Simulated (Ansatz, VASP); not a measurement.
Te2O: VASP beside Ansatz

```xyz
3
Lattice="4.9363 0.0000 0.0000 -2.4681 4.2749 0.0000 0.0000 0.0000 3.1148" Properties=species:S:1:pos:R:3 pbc="T T T"
Te    0.0000    2.8500    1.5574
Te    2.4681    1.4250    1.5574
O     0.0000    0.0000    0.0000
```

Change from the starting cell: species swapped into the SmCd2 type (P6/mmm, No. 191).

Alike in both runs: functional PBE; k mesh 12 × 12 × 14; occupations gaussian, width 0.1 eV; no spin polarisation.

Ansatz relaxed the structure, and its values are those at the end. VASP's run is a single point on that final structure, the one shown.

|  | VASP | Ansatz |
| --- | --- | --- |
| version | VASP 6.6.1 | Ansatz 0.2.0 |
| potentials or method | VASP PAW PBE potentials, release 64 (Te, O), cutoff 520 eV | scalar-relativistic, plane waves, PAW |
| valence electrons in the cell | 18 | 38 |

|  | VASP | Ansatz | Ansatz less VASP |
| --- | --- | --- | --- |
| gap on the k mesh at the Fermi level (eV) | none | none | - |
| pressure (GPa) | 0.0 | 0.0 | 0.00 |

A gap of «none» marks a metal or a gap that the smearing closes. With one functional, cell and mesh, what is left measures potentials, basis and numerics. VASP's potentials hold 18 valence electrons a cell and Ansatz's 38, so a difference there can come from the potentials and not from the codes.

Spin-orbit coupling is off throughout.
